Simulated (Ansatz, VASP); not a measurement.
## Ca: VASP beside Ansatz

```xyz
1
Lattice="0.0000 2.7273 2.7273 2.7273 0.0000 2.7273 2.7273 2.7273 0.0000" Properties=species:S:1:pos:R:3 pbc="T T T"
Ca    0.0000    0.0000    0.0000
```

Alike in both runs: functional PBEsol; k mesh 14 × 14 × 14; occupations gaussian, width 0.1 eV; no spin polarisation.

Ansatz relaxed the structure, and its values are those at the end. VASP's run is a single point on that final structure, the one shown.

|  | VASP | Ansatz |
| --- | --- | --- |
| version | VASP 6.6.1 | Ansatz 0.2.0 |
| potentials or method | VASP PAW PBE potentials, release 64 (Ca_sv), cutoff 520 eV | scalar-relativistic, plane waves, PAW |
| valence electrons in the cell | 10 | 10 |

```csv
,VASP,Ansatz,Ansatz less VASP
gap on the k mesh at the Fermi level (eV),none,none,-
pressure (GPa),0.0,0.0,-0.03
```

VASP's potentials were made for PBE, not for PBEsol. A gap of «none» marks a metal or a gap that the smearing closes. With one functional, cell and mesh, what is left measures potentials, basis and numerics.
